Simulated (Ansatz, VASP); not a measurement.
## BaS in VASP and in Ansatz

```
Ba S
1.0
     0.00000    3.19375    3.28956
     3.19375    0.00000    3.28956
     3.19375    3.19375    0.00000
Ba S
1 1
Direct
  0.00000 0.00000 0.00000
  0.50000 0.50000 0.50000
```

Change from the starting cell: zz strain of +3 %, crystal datasets.

Alike in both runs: task electric field gradients; functional PBEsol; k mesh 8 × 8 × 8; occupations fermi-dirac, width 0.02 eV; no spin polarisation.

```csv
,VASP,Ansatz
version,VASP 6.6.1,Ansatz 0.2.0
potentials or method,"VASP PAW PBE potentials, release 64 (Ba_sv, S), cutoff 520 eV","all-electron PAW with datasets made for the crystal, scalar-relativistic"
```

Ansatz gave:

| Item | Value |
| --- | --- |
| gap on the k mesh at the Fermi level (eV) | 2.10 |
| pressure (GPa) | -2.2 |
| traceless stress, the component that is largest in VASP (GPa) | -1.17 |
| size of Vzz on the site where it differs most (V/Å²) | 34.3 |

Question: What did VASP give for the same quantities?

Answer: gap on the k mesh at the Fermi level (eV): 2.00; pressure (GPa): -1.6; traceless stress, the component that is largest in VASP (GPa): -1.31; size of Vzz on the site where it differs most (V/Å²): 35.9.

VASP's potentials were made for PBE, not for PBEsol. Ansatz ran all-electron here, and VASP with PAW potentials.

Spin-orbit coupling is off throughout.
